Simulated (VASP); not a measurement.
Here is a VASP 6.6.1 calculation.

Contents of POSCAR:

```
CuI
1.0
    4.4188624711      0.0000000000      0.0000000000
   -2.2094312356      3.8268471558      0.0000000000
    0.0000000000      0.0000000000      7.3256183027
Cu I
2 2
Direct
    0.3333333333      0.6666666667      0.2500000000
    0.6666666667      0.3333333333      0.7500000000
    0.6666666667      0.3333333333      0.2500000000
    0.3333333333      0.6666666667      0.7500000000
```

INCAR.step1

```
SYSTEM = CuI
PREC     = Accurate       ! precision mode
ENCUT    = 520            ! plane-wave cutoff, eV
ISMEAR   = 0              ! smearing method
SIGMA    = 0.01           ! smearing width, eV
LREAL    = .FALSE.        ! projectors in reciprocal space
LASPH    = .TRUE.         ! aspherical terms in the spheres
NELM     = 100            ! most SCF steps
NBANDS   = 26             ! bands
GGA      = PE             ! functional
ALGO     = Normal         ! electronic algorithm
EDIFF    = 1E-4           ! SCF threshold, eV
LWAVE    = .TRUE.         ! write WAVECAR
LCHARG   = .FALSE.        ! write CHGCAR
```

The input INCAR.step2:

```
SYSTEM = CuI
PREC     = Accurate       ! precision mode
ENCUT    = 520            ! plane-wave cutoff, eV
EDIFF    = 1E-6           ! SCF threshold, eV
ISMEAR   = 0              ! smearing method
SIGMA    = 0.01           ! smearing width, eV
LREAL    = .FALSE.        ! projectors in reciprocal space
LASPH    = .TRUE.         ! aspherical terms in the spheres
NELM     = 100            ! most SCF steps
ALGO     = Normal         ! electronic algorithm
ISIF     = 2              ! what is computed and relaxed
LWAVE    = .FALSE.        ! write WAVECAR
LCHARG   = .FALSE.        ! write CHGCAR
METAGGA  = R2SCAN         ! meta-GGA
LMIXTAU  = .TRUE.       
NBANDS   = 26             ! bands
ISTART   = 1
```

The input KPOINTS:

```
regular mesh
0
G
  6 6 4
  0 0 0
```

Potentials or basis: VASP PAW PBE potentials, release 64 (Cu, I).

The run is started by

```sh
$ cat potpaw_PBE.64/Cu/POTCAR potpaw_PBE.64/I/POTCAR > POTCAR
$ cp INCAR.step1 INCAR
$ mpirun -np 1 vasp_std > vasp.out
$ cp INCAR.step2 INCAR
$ mpirun -np 1 vasp_std > vasp.out
```

(1) Predict the pressure.

(2) What does it give for the band gap on the k mesh?

Results:

(1) -1.1 GPa.

(2) 1.58 eV.

Caveat: the PAW data sets were made with another functional, which shifts forces and pressure a little; spin-orbit coupling is left out, which moves the levels of the heavy elements.
